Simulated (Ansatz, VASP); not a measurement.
**Pb in VASP and in Ansatz**

```
Pb
1.0
     3.52437    0.00000    0.00000
    -1.76218    3.05219    0.00000
     0.00000    0.00000   11.61019
Pb
4
Cartesian
  1.7622 1.0174 8.7076
  0.0000 0.0000 5.8051
  0.0000 2.0348 2.9025
  0.0000 0.0000 0.0000
```

Alike in both runs: task single point; functional PBEsol; k mesh 7 × 7 × 2; occupations fermi-dirac, width 0.05 eV; no spin polarisation.

|  | VASP | Ansatz |
| --- | --- | --- |
| version | VASP 6.6.1 | Ansatz 0.2.0 |
| potentials or method | VASP PAW PBE potentials, release 64 (Pb_d) | Ansatz PAW |
| plane-wave cutoff (eV) | 520 | 420 |
| valence electrons in the cell | 56 | 56 |

Ansatz gave:

```
gap on the k mesh at the Fermi level (eV)                     : none
pressure (GPa)                                                : -1.6
traceless stress, the component that is largest in VASP (GPa) : -1.09
```

Q: Estimate VASP's values.

A: gap on the k mesh at the Fermi level (eV): none; pressure (GPa): -1.7; traceless stress, the component that is largest in VASP (GPa): -1.09.

VASP's potentials were made for PBE, not for PBEsol. A gap of «none» marks a metal or a gap that the smearing closes.

Neither program's run includes spin-orbit coupling.
